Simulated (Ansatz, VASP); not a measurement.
## Pb3W: VASP beside Ansatz

The input INCAR:

```
ALGO = Fast
EDIFF = 1E-6
ENCUT = 520
GGA = PE
ISIF = 2
ISMEAR = 0
LASPH = T
LCHARG = T
LELF = T
LREAL = F
LVHAR = T
LWAVE = F
NBANDS = 66
NELM = 100
PREC = Accurate
SIGMA = 0.1
```

KPOINTS

```
k-points
0
Gamma
  3 3 4
```

POSCAR

```
Pb3W
1.0
    6.8172386421      0.0000000000      0.0000000000
   -3.4086193211      5.9039018477      0.0000000000
    0.0000000000      0.0000000000      5.4718858578
Pb W
6 2
Direct
    0.8330000000      0.6660000000      0.2500000000
    0.1670000000      0.8330000000      0.7500000000
    0.3340000000      0.1670000000      0.2500000000
    0.1670000000      0.3340000000      0.7500000000
    0.8330000000      0.1670000000      0.2500000000
    0.6660000000      0.8330000000      0.7500000000
    0.3333333333      0.6666666667      0.2500000000
    0.6666666667      0.3333333333      0.7500000000
```

Input for Ansatz:

```yaml
crystal:
  lattice:
    - [6.8172386421, 0.0, 0.0]
    - [-3.4086193211, 5.9039018477, 0.0]
    - [0.0, 0.0, 5.4718858578]
  atoms:
    - { symbol: Pb, position: [0.833, 0.666, 0.25] }
    - { symbol: Pb, position: [0.167, 0.833, 0.75] }
    - { symbol: Pb, position: [0.334, 0.167, 0.25] }
    - { symbol: Pb, position: [0.167, 0.334, 0.75] }
    - { symbol: Pb, position: [0.833, 0.167, 0.25] }
    - { symbol: Pb, position: [0.666, 0.833, 0.75] }
    - { symbol: W, position: [0.3333333333, 0.6666666667, 0.25] }
    - { symbol: W, position: [0.6666666667, 0.3333333333, 0.75] }
basis:
  ecutwfc: 420
kpoints:
  mp_grid: { grid: [3, 3, 4] }
hamiltonian:
  xc: pbe
scf:
  occupations: { method: gaussian, width: 0.1 }
  lower_state_search: "off"
output:
  forces: true
  stress: true
  eigenvalues: true
```

Alike in both runs: task single point; functional PBE; k mesh 3 × 3 × 4; occupations gaussian, width 0.1 eV; no spin polarisation.

```csv
,VASP,Ansatz
version,VASP 6.6.1,Ansatz 0.2.0
potentials or method,"VASP PAW PBE potentials, release 64 (Pb_d, W_sv), cutoff 520 eV","scalar-relativistic, plane waves, PAW"
valence electrons in the cell,112,112
```

|  | VASP | Ansatz | Ansatz less VASP |
| --- | --- | --- | --- |
| gap on the k mesh at the Fermi level (eV) | none | none | - |
| pressure (GPa) | -4.1 | -4.1 | +0.03 |
| traceless stress, the component that is largest in VASP (GPa) | 0.36 | 0.36 | 0.000 |
| rms of the force components (eV/Å) | 0.504 | 0.504 | +0.0003 |

Atom by atom the forces differ by 0.000 eV/Å (rms over components). A gap of «none» marks a metal or a gap that the smearing closes.

Neither program's run includes spin-orbit coupling.
